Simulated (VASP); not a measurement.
Write the native input for VASP 6.6.1 that does the following.

- Task: single point
- Functional: LDA
- Potentials or basis: VASP PAW LDA potentials, release 64 (Sb)
- Cutoff: 520 eV
- k mesh: 15 × 15 × 15
- Occupations: fermi-dirac, width 0.1 eV
- Spin: no spin polarisation
- Dipole correction: no
- Further INCAR settings: ALGO = Normal; EDIFF = 1e-06; NBANDS = 8

The structure of Sb lies in POSCAR:

```
Sb
1.0
    0.0000000000      1.9769714060      1.9769714060
    1.9769714060      0.0000000000      1.9769714060
    1.9769714060      1.9769714060      0.0000000000
Sb
1
Direct
    0.0000000000      0.0000000000      0.0000000000
```

This cell differs from its parent crystal: volume scaled by 0.6.

One way to write it, as run:

INCAR

```
PREC = Accurate
ENCUT = 520
EDIFF = 1E-6
ISMEAR = -1
SIGMA = 0.1
LREAL = False
LASPH = True
NELM = 100
ALGO = Normal
ISIF = 2
LWAVE = False
LCHARG = False
NBANDS = 8
```

KPOINTS

```
Automatic mesh
0
Gamma
  15 15 15
```

Potentials or basis: VASP PAW LDA potentials, release 64 (Sb).

Launch:

```sh
$ cat potpaw_LDA.64/Sb/POTCAR > POTCAR
$ mpirun -np 1 vasp_std > vasp.out
```

It gave:

```json
{
  "Pressure": "119.7 GPa"
}
```

It took 6.2 s on 1 thread of Intel Xeon 6975P-C, on a shared host, peak memory 0.14 GiB.
